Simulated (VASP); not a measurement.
# InP: relaxation of cell and atoms with PBEsol

InP:

```
In P
1.0
     2.93928    2.93928    0.00000
    -2.93928    2.93928    0.00000
     0.00000    2.93928    2.93928
In P
1 1
Direct
  0.00000 0.00000 0.00000
  0.75000 0.25000 0.50000
```

```
Program                : VASP 6.6.1
Task                   : relaxation of cell and atoms
Functional             : PBEsol
Potentials or basis    : VASP PAW PBE potentials, release 64 (In_d, P)
Cutoff                 : 600 eV
k mesh                 : 8 × 8 × 8
Occupations            : gaussian, width 0.01 eV
Spin                   : no spin polarisation
Target pressure        : 10 GPa
Dipole correction      : no
Further INCAR settings : ALGO = Normal; EDIFF = 1e-06; IBRION = 2; EDIFFG = -0.002; NSW = 100; ISIF = 3
```

| Item | Value |
| --- | --- |
| Relaxed volume | 22.63 Å³/atom |
| Relaxed cell | a = 4.000 Å, b = 4.000 Å, c = 4.000 Å, α = 60.00°, β = 60.00°, γ = 90.00° |
| Space group after relaxing (to 0.05 Å) | F-43m (No. 216) |
| Energy change on relaxing (the enthalpy is what falls) | +77.6 meV/atom |
| Ionic steps | 7 |
| Pressure after relaxing | 10.0 GPa |
| Band gap on the k mesh | 1.17 eV, direct |

Step by step:
| step | energy change (eV) | largest force (eV/Å) | pressure (GPa) | volume (Å³) |
| --- | --- | --- | --- | --- |
| 1 | 0.0000 | 0.0000 | 0.00 | 50.79 |
| 2 | 0.7392 | 0.0000 | 27.29 | 40.01 |
| 3 | 0.1471 | 0.0000 | 9.68 | 45.40 |
| 4 | 0.1542 | 0.0000 | 9.97 | 45.28 |
| 5 | 0.1608 | 0.0000 | 10.22 | 45.18 |
| 6 | 0.1492 | 0.0000 | 9.80 | 45.36 |
| 7 | 0.1552 | 0.0000 | 10.01 | 45.27 |

Final structure:
```
CELL_PARAMETERS angstrom
2.82866 2.82866 0.00000
-2.82866 2.82866 0.00000
0.00000 2.82866 2.82866
ATOMIC_POSITIONS crystal
In 0.00000 0.00000 0.00000
P 0.75000 0.25000 0.50000
```

Levels at points of the mesh, in eV from the valence-band top:
| k point | band 6 | band 7 | band 8 | band 9 | band 10 | band 11 | band 12 | band 13 |
| --- | --- | --- | --- | --- | --- | --- | --- | --- |
| (0.00, 0.00, 0.00) | -12.34 | 0.00 | 0.00 | 0.00 | 1.17 | 3.98 | 3.98 | 3.98 |
| (0.50, 0.00, 0.00) | -10.20 | -6.42 | -1.16 | -1.16 | 1.65 | 4.72 | 4.72 | 7.10 |
| (0.50, 0.50, 0.00) | -9.42 | -6.32 | -2.74 | -2.74 | 1.43 | 2.11 | 9.79 | 10.23 |

Run time: 2.3 min on 1 thread of Intel(R) Xeon(R) Platinum 8259CL CPU @ 2.50GHz (Skylake/Cascade Lake) (shared host), peak memory 0.22 GiB.

Caveat: the cell is relaxed towards a set pressure, so the enthalpy falls and the energy may rise; the PAW data sets were made with another functional, which shifts forces and pressure a little; spin-orbit coupling is left out, which moves the levels of the heavy elements. A k mesh can miss the band edges.
